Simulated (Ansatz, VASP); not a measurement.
**One calculation of Ge, two programs**

```xyz
2
Lattice="3.2116 0.0000 0.0000 -1.6058 2.7813 0.0000 0.0000 0.0000 4.9759" Properties=species:S:1:pos:R:3 pbc="T T T"
Ge    0.0000    1.8542    1.2440
Ge    1.6058    0.9271    3.7319
```

Alike in both runs: task single point; functional RPBE; k mesh 19 × 19 × 11; occupations fermi-dirac, width 0.1 eV; no spin polarisation.

|  | VASP | Ansatz |
| --- | --- | --- |
| version | VASP 6.6.1 | Ansatz 0.2.0 |
| potentials or method | VASP PAW PBE potentials, release 64 (Ge_d), cutoff 520 eV | plane waves (420 eV) with PAW, scalar-relativistic |
| valence electrons in the cell | 28 | 28 |

```csv
,VASP,Ansatz,Ansatz less VASP
pressure (GPa),-5.1,-5.1,+0.02
"traceless stress, the component that is largest in VASP (GPa)",1.44,1.44,-0.006
```

VASP's potentials were made for PBE, not for RPBE. The functional is the same, so the differences come from potentials, cutoffs and numerics.
